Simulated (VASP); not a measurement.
# ZrSi2O6 (P-3m1) in VASP: notebook

Runs on ZrSi2O6. Level: PBE. Tasks: single point.

Everything below comes from runs of VASP 6.6.1. Logs are shortened: lines on timing, memory, paths and dates and some standing lists are left out, and cuts for length are marked.

### 1 The cell of the first run

The structure is trigonal, space group P-3m1 (No. 164). Conventional cell: a = 3.580 Å, b = 3.580 Å, c = 7.448 Å, α = 90.00°, β = 90.00°, γ = 120.00°. Zr (site symmetry -3m) has 8 O at 2.12 to 2.22 Å within 2.8 Å. Within 2.3 Å of Si (site symmetry 3m) lie 8 O at 1.72 to 2.13 Å. Within 2.5 Å of O (site symmetry 3m) lie 1 Si at 1.81 Å and 3 Zr at 2.22 Å and 3 O at 2.45 Å. O (site symmetry 3m) has 4 Si at 1.72 to 2.13 Å and 3 O at 2.29 Å within 2.3 Å. O (site symmetry 3m) has 1 Zr at 2.12 Å and 3 Si at 2.12 Å and 6 O at 2.29 to 2.45 Å within 2.8 Å.

### 2 Single point, PBE

The input, INCAR:

```
SYSTEM = ZrSi2O6
PREC = Accurate ; ENCUT = 520
EDIFF = 1E-7 ; ISMEAR = 0
SIGMA = 0.02 ; LREAL = .FALSE.
LASPH = .TRUE. ; NELM = 80
ALGO = Normal ; ISIF = 2
LWAVE = .FALSE. ; LCHARG = .FALSE.
GGA = PE ; NBANDS = 38
```

The input, KPOINTS:

```
regular mesh
0
G
  12 12 4
  0 0 0
```

The input, POSCAR:

```
ZrSi2O6
1.0
    3.5803680024      0.0000000000      0.0000000000
   -1.7901840012      3.1006896450      0.0000000000
    0.0000000000      0.0000000000      7.4484819053
Zr Si O
1 2 6
Direct
    0.0000000000      0.0000000000      0.0000000000
    0.3333333333      0.6666666667      0.6488988786
    0.6666666667      0.3333333333      0.3511011214
    0.3333333333      0.6666666667      0.8913126418
    0.6666666667      0.3333333333      0.5814892098
    0.0000000000      0.0000000000      0.2850903219
    0.0000000000      0.0000000000      0.7149096781
    0.3333333333      0.6666666667      0.4185107902
    0.6666666667      0.3333333333      0.1086873582
```

Potentials or basis: VASP PAW PBE potentials, release 64 (Zr_sv, Si, O).

Started as:

```console
cat potpaw_PBE.64/Zr_sv/POTCAR potpaw_PBE.64/Si/POTCAR potpaw_PBE.64/O/POTCAR > POTCAR
mpirun -np 1 vasp_std > vasp.out
```

OUTCAR:

```text
SYSTEM = ZrSi2O6
   PREC = Accurate
   ENCUT = 520
   EDIFF = 1E-7
   ISMEAR = 0
   LREAL = .FALSE.
   LASPH = .TRUE.
   NELM = 80
   ISIF = 2
   GGA = PE

 ion  position               nearest neighbor table
   1  0.000  0.000  0.000-   6 2.12   7 2.12   4 2.22   9 2.22   9 2.22   4 2.22   9 2.22   4 2.22
                             2 3.33   3 3.33   2 3.33   3 3.33   3 3.33   2 3.33
   2  0.333  0.667  0.649-   8 1.72   4 1.81   7 2.12   7 2.12   7 2.12   5 2.13   5 2.13   5 2.13
                             3 3.03   3 3.03   3 3.03   1 3.33   1 3.33   1 3.33
   3  0.667  0.333  0.351-   5 1.72   9 1.81   6 2.12   6 2.12   6 2.12   8 2.13   8 2.13   8 2.13
                             2 3.03   2 3.03   2 3.03   1 3.33   1 3.33   1 3.33
   4  0.333  0.667  0.891-   2 1.81   1 2.22   1 2.22   1 2.22
   5  0.667  0.333  0.581-   3 1.72   2 2.13   2 2.13   2 2.13
   6  0.000  0.000  0.285-   1 2.12   3 2.12   3 2.12   3 2.12
   7  0.000  0.000  0.715-   1 2.12   2 2.12   2 2.12   2 2.12
   8  0.333  0.667  0.419-   2 1.72   3 2.13   3 2.13   3 2.13
   9  0.667  0.333  0.109-   3 1.81   1 2.22   1 2.22   1 2.22

  LATTYP: Found a hexagonal cell.
 ALAT       =     3.5803680024
 C/A-ratio  =     2.0803676885

  Lattice vectors:

 A1 = (   3.5803680024,   0.0000000000,   0.0000000000)
 A2 = (  -1.7901840012,   3.1006896450,   0.0000000000)
 A3 = (   0.0000000000,   0.0000000000,   7.4484819053)

Analysis of symmetry for initial positions (statically):
=====================================================================
 Subroutine PRICEL returns:
 Original cell was already a primitive cell.

 Routine SETGRP: Setting up the symmetry group for a
 hexagonal supercell.

 Subroutine GETGRP returns: Found 12 space group operations
 (whereof 12 operations were pure point group operations)
 out of a pool of 24 trial point group operations.

The static configuration has the point symmetry D_3d.

Analysis of symmetry for dynamics (positions and initial velocities):
=====================================================================
 Subroutine PRICEL returns:
 Original cell was already a primitive cell.

 Routine SETGRP: Setting up the symmetry group for a
 hexagonal supercell.

 Subroutine GETGRP returns: Found 12 space group operations
 (whereof 12 operations were pure point group operations)
 out of a pool of 24 trial point group operations.

The dynamic configuration has the point symmetry D_3d.

 Subroutine INISYM returns: Found 12 space group operations
 (whereof 12 operations are pure point group operations),
 and found     1 'primitive' translations

----------------------------------------------------------------------------------------

                                     Primitive cell

  volume of cell :      82.6901

  direct lattice vectors                    reciprocal lattice vectors
     3.580368002  0.000000000  0.000000000     0.279300898  0.161254449  0.000000000
    -1.790184001  3.100689645  0.000000000     0.000000000  0.322508898  0.000000000
     0.000000000  0.000000000  7.448481905     0.000000000  0.000000000  0.134255545

  length of vectors
     3.580368002  3.580368002  7.448481905     0.322508898  0.322508898  0.134255545

  position of ions in fractional coordinates (direct lattice)
     0.000000000  0.000000000  0.000000000
     0.333333333  0.666666667  0.648898879
     0.666666667  0.333333333  0.351101121
     0.333333333  0.666666667  0.891312642
     0.666666667  0.333333333  0.581489210
     0.000000000  0.000000000  0.285090322
     0.000000000  0.000000000  0.714909678
     0.333333333  0.666666667  0.418510790
     0.666666667  0.333333333  0.108687358

  ion indices of the primitive-cell ions
   primitive index   ion index
                 1           1
                 2           2
                 3           3
                 4           4
                 5           5
                 6           6
                 7           7
                 8           8
                 9           9

----------------------------------------------------------------------------------------

 KPOINTS: regular mesh

Automatic generation of k-mesh.
 Grid dimensions read from file:
 generate k-points for:   12   12    4

 Generating k-lattice:

  Cartesian coordinates                     Fractional coordinates (reciprocal lattice)
     0.023275075  0.013437871  0.000000000     0.083333333 -0.000000000  0.000000000
     0.000000000  0.026875741  0.000000000     0.000000000  0.083333333  0.000000000
     0.000000000  0.000000000  0.033563886     0.000000000  0.000000000  0.250000000

  Length of vectors
     0.026875741  0.026875741  0.033563886

  Shift w.r.t. Gamma in fractional coordinates (k-lattice)
     0.000000000  0.000000000  0.000000000

 Subroutine IBZKPT returns following result:
 ===========================================

 Found     69 irreducible k-points:

 Following reciprocal coordinates:
            Coordinates               Weight
  0.000000  0.000000  0.000000      1.000000
  0.083333  0.000000  0.000000      6.000000
  0.166667  0.000000  0.000000      6.000000
  0.250000 -0.000000  0.000000      6.000000
  0.333333  0.000000  0.000000      6.000000
  0.416667  0.000000  0.000000      6.000000
[... 16 lines left out ...]
  0.166667  0.000000  0.250000      6.000000
  0.000000  0.166667  0.250000      6.000000
 [... further k-points ...]
   k-points           NKPTS =     69   k-points in BZ     NKDIM =     69   number of bands    NBANDS=     38
   number of dos      NEDOS =    301   number of ions     NIONS =      9
   total plane-waves  NPLWV =  43904
   dimension x,y,z NGX =    28 NGY =   28 NGZ =   56
   dimension x,y,z NGXF=    56 NGYF=   56 NGZF=  112
   ions per type =               1   2   6
   NGX,Y,Z   is equivalent  to a cutoff of  13.00, 13.00, 12.50 a.u.
   NGXF,Y,Z  is equivalent  to a cutoff of  26.00, 26.00, 25.00 a.u.
 SYSTEM =  ZrSi2O6
   PREC   = accura    normal or accurate (medium, high low for compatibility)
   ISTART =      0    job   : 0-new  1-cont  2-samecut
   ICHARG =      2    charge: 1-file 2-atom 10-const
   ISPIN  =      1    spin polarized calculation?
   LNONCOLLINEAR =      F non collinear calculations
   LSORBIT =      F    spin-orbit coupling
   LASPH  =      T    aspherical Exc in radial PAW
   ENCUT  =  520.0 eV  38.22 Ry    6.18 a.u.   6.66  6.66 13.85*2*pi/ulx,y,z
   NELM   =     80;   NELMIN=  2; NELMDL= -5     # of ELM steps
   EDIFF  = 0.1E-06   stopping-criterion for ELM
   LREAL  =      F    real-space projection
   EDIFFG = 0.1E-05   stopping-criterion for IOM
   NSW    =      0    number of steps for IOM
   IBRION =     -1    ionic relax: 0-MD 1-quasi-New 2-CG
   NFREE  =      0    steps in history (QN), initial steepest desc. (CG)
   ISIF   =      2    stress and relaxation
   ISYM   =      2    0-nonsym 1-usesym 2-fastsym
   POTIM  = 0.5000    time-step for ionic-motion
   TEBEG  =    0.0;   TEEND  =   0.0 temperature during run
   PSTRESS=    0.0 pullay stress
   NELECT =      56.0000    total number of electrons
   NUPDOWN=      -1.0000    fix difference up-down
   EMIN   =  10.00;   EMAX   =-10.00  energy-range for DOS
   EFERMI =   0.00;   METHOD = LEGACY
   ISMEAR =     0;   SIGMA  =   0.02  broadening in eV -4-tet -1-fermi 0-gaus
   EFERMI_NEDOS =   21; number of points for ismear=-14 and -15
   IALGO  =     38    algorithm
   IMIX   =      4    mixing-type and parameters
     AMIX     =   0.40;   BMIX     =  1.00
     AMIX_MAG =   1.60;   BMIX_MAG =  1.00
  volume/ion in A,a.u.               =       9.19        62.00
  Fermi-wavevector in a.u.,A,eV,Ry     =   1.437649  2.716763 28.121001  2.066835
  Thomas-Fermi vector in A             =   2.556703
   LORBIT       =      0    0 simple, 1 ext, 2 COOP (PROOUT), +10 PAW based schemes
   GGA     = PE    functional components
   LHFCALC =     F    Hartree Fock is set to
   AEXX    =    0.0000 exact exchange contribution
   IVDW    =     0    specifies the selected vdW correction
   LEPSILON=     F    determine dielectric tensor
   LRPA    =     F    only Hartree local field effects (RPA)
 non-spin polarized calculation
 Gauss-broadening in eV      SIGMA  =   0.02
  energy-cutoff  :      520.00
  volume of cell :       82.69
 maximum number of plane-waves:      2254
 NGX is ok and might be reduce to    28
   NGX = 13   NGY = 13   NGZ = 27

 number of electron      55.9999988 magnetization

 Free energy of the ion-electron system (eV)
  ---------------------------------------------------
  ext. energy  EPLUGINS =         0.00000000
  ---------------------------------------------------
  free energy    TOTEN  =       -68.13222615 eV

  energy without entropy =      -68.13222615  energy(sigma->0) =      -68.13222615

 E-fermi :   8.4395     XC(G=0): -11.9682

 val. band max:        8.2379078085   @ k =   0.5000  -0.0000   0.0000
 cond. band min:       9.9345104168   @ k =   0.5000  -0.0000   0.0000
 fundamental gap:      1.6966026084
 Fermi energy:         8.4395379191

 k-point     1 :       0.0000    0.0000    0.0000
  band No.  band energies     occupation
      1     -41.1235      2.00000
      2     -19.3183      2.00000
      3     -19.0947      2.00000
      4     -19.0947      2.00000
      5     -12.9333      2.00000
      6     -11.5685      2.00000
[... 30 lines left out ...]
     37      14.4574      0.00000
     38      16.4292      0.00000

 k-point     2 :       0.0833    0.0000    0.0000
  band No.  band energies     occupation
      1     -41.1213      2.00000
      2     -19.3093      2.00000
      3     -19.1382      2.00000
      4     -19.1008      2.00000
      5     -12.8614      2.00000
      6     -11.5058      2.00000
[... 30 lines left out ...]
     37      14.7514      0.00000
     38      16.7233      0.00000

 k-point     3 :       0.1667    0.0000    0.0000
  band No.  band energies     occupation
      1     -41.1152      2.00000
      2     -19.2892      2.00000
      3     -19.2487      2.00000
      4     -19.1175      2.00000
      5     -12.6534      2.00000
      6     -11.3392      2.00000
[... 30 lines left out ...]
     37      15.1900      0.00000
     38      16.8486      0.00000

 k-point     4 :       0.2500   -0.0000    0.0000
  band No.  band energies     occupation
      1     -41.1069      2.00000
      2     -19.4078      2.00000
      3     -19.2452      2.00000
      4     -19.1401      2.00000
      5     -12.3301      2.00000
      6     -11.1723      2.00000
[... 30 lines left out ...]
     37      15.7235      0.00000
     38      16.5710      0.00000
[... 703 lines left out ...]
      4     -19.1008      2.00000
      5     -12.7632      2.00000
      6     -11.8192      2.00000
[... 30 lines left out ...]
     37      15.4861      0.00000
     38      16.7711      0.00000

 k-point    23 :       0.1667    0.0000    0.2500
  band No.  band energies     occupation
      1     -41.1152      2.00000
      2     -19.2896      2.00000
      3     -19.2488      2.00000
      4     -19.1175      2.00000
      5     -12.5695      2.00000
      6     -11.6239      2.00000
[... 30 lines left out ...]
     37      15.4620      0.00000
     38      16.1681      0.00000

 k-point    24 :       0.0000    0.1667    0.2500
  band No.  band energies     occupation
      1     -41.1152      2.00000
      2     -19.2897      2.00000
      3     -19.2487      2.00000
      4     -19.1175      2.00000
      5     -12.5627      2.00000
      6     -11.6516      2.00000
[... 30 lines left out ...]
     37      15.7522      0.00000
     38      16.8756      0.00000

 [... further k-points ...]

------------------------ aborting loop because EDIFF is reached ----------------------------------------

  FORCE on cell =-STRESS in cart. coord.  units (eV):
  Direction    XX          YY          ZZ          XY          YZ          ZX
  --------------------------------------------------------------------------------------
  -------------------------------------------------------------------------------------
  Total        0.0475663      0.0475663      0.4600219     -0.0000000      0.0000000     -0.0000000
  in kB        0.9216295      0.9216295      8.9132354     -0.0000000      0.0000000     -0.0000000
  external PRESSURE =       3.5854981 kB  Pullay stress =       0.0000000 kB

 VOLUME and BASIS-vectors are now :
 -----------------------------------------------------------------------------
  energy-cutoff  :      520.00
  volume of cell :       82.69
      direct lattice vectors                 reciprocal lattice vectors
     3.580368002  0.000000000  0.000000000     0.279300898  0.161254449  0.000000000
    -1.790184001  3.100689645  0.000000000     0.000000000  0.322508898  0.000000000
     0.000000000  0.000000000  7.448481905     0.000000000  0.000000000  0.134255545

 POSITION                                       TOTAL-FORCE (eV/Angst)
 -----------------------------------------------------------------------------------
      0.00000      0.00000      0.00000        -0.000000     -0.000000     -0.000000
     -0.00000      2.06713      4.83331        -0.000000     -0.000000      0.039507
      1.79018      1.03356      2.61517         0.000000      0.000000     -0.039507
     -0.00000      2.06713      6.63893        -0.000000     -0.000000      0.009863
      1.79018      1.03356      4.33121         0.000000     -0.000000      0.066006
      0.00000      0.00000      2.12349        -0.000000     -0.000000      0.026933
      0.00000      0.00000      5.32499         0.000000      0.000000     -0.026933
     -0.00000      2.06713      3.11727        -0.000000      0.000000     -0.066006
      1.79018      1.03356      0.80956         0.000000     -0.000000     -0.009863
 -----------------------------------------------------------------------------------
    total drift:                               -0.000000      0.000000      0.000000

  FREE ENERGIE OF THE ION-ELECTRON SYSTEM (eV)
  ---------------------------------------------------
  free  energy   TOTEN  =       -68.1322261481 eV

  energy  without entropy=      -68.1322261481  energy(sigma->0) =      -68.13222615
```

Wall time 7.9 min (1 thread of Intel Xeon 8259CL, shared host); peak memory 0.32 GiB.

What came out:

```yaml
Free_energy: -68.1322 eV
Pressure: 0.4 GPa
Largest_force: 0.066 eV/Å
Band_gap_on_the_k_mesh: 1.70 eV
```

Forces on the atoms (eV/Å):
```
Zr   0.000  0.000  0.000
Si   0.000  0.000  0.040
Si   0.000  0.000 -0.040
O    0.000  0.000  0.010
O    0.000  0.000  0.066
O    0.000  0.000  0.027
O    0.000  0.000 -0.027
O    0.000  0.000 -0.066
O    0.000  0.000 -0.010
```

Stress tensor (GPa, compression positive):
```
0.09 0.00 0.00
0.00 0.09 0.00
0.00 0.00 0.89
```

A k mesh can miss the band edges.

### 3 Single point, PBE

The input, INCAR:

```
PREC     = Accurate       # precision mode
ENCUT    = 520            # plane-wave cutoff, eV
EDIFF    = 1E-7           # SCF threshold, eV
ISMEAR   = 0              # smearing method
SIGMA    = 0.02           # smearing width, eV
LREAL    = F              # projectors in reciprocal space
LASPH    = T              # aspherical terms in the spheres
NELM     = 60             # most SCF steps
ALGO     = Normal         # electronic algorithm
ISIF     = 2              # what is computed and relaxed
LWAVE    = F              # write WAVECAR
LCHARG   = F              # write CHGCAR
GGA      = PE             # functional
NBANDS   = 38             # bands
```

The input, KPOINTS:

```
Automatic mesh
0
Gamma
  12 12 4
```

POSCAR is that of step 2.

Potentials or basis: VASP PAW PBE potentials, release 64 (Zr_sv, Si, O).

Started as:

```console
cat potpaw_PBE.64/Zr_sv/POTCAR potpaw_PBE.64/Si/POTCAR potpaw_PBE.64/O/POTCAR > POTCAR
mpirun -np 1 vasp_std > vasp.out
```

Run time: 6.3 min. Hardware: 1 thread of Intel Xeon 8259CL, shared host; peak memory 0.32 GiB.

Results (log left out):

```
Free energy            : -68.1322 eV
Pressure               : 0.4 GPa
Largest force          : 0.066 eV/Å
Band gap on the k mesh : 1.70 eV
```

Forces on the atoms (eV/Å):
```
Zr   0.000  0.000  0.000
Si   0.000  0.000  0.040
Si   0.000  0.000 -0.040
O    0.000  0.000  0.010
O    0.000  0.000  0.066
O    0.000  0.000  0.027
O    0.000  0.000 -0.027
O    0.000  0.000 -0.066
O    0.000  0.000 -0.010
```

Stress tensor (GPa, compression positive):
```
0.09 0.00 0.00
0.00 0.09 0.00
0.00 0.00 0.89
```

Levels at points of the mesh, in eV from the valence-band top:
```csv
k point,band 26,band 27,band 28,band 29,band 30,band 31
"(0.00, 0.00, 0.00)",-1.38,-1.11,-1.11,2.48,2.64,2.64
"(0.50, 0.00, 0.00)",-1.45,-0.32,0.00,1.70,3.17,4.94
"(0.00, 0.00, 0.50)",-2.27,-1.57,-1.57,2.56,2.56,3.36
"(0.50, 0.00, 0.50)",-0.70,-0.35,-0.30,1.99,3.19,4.34
```
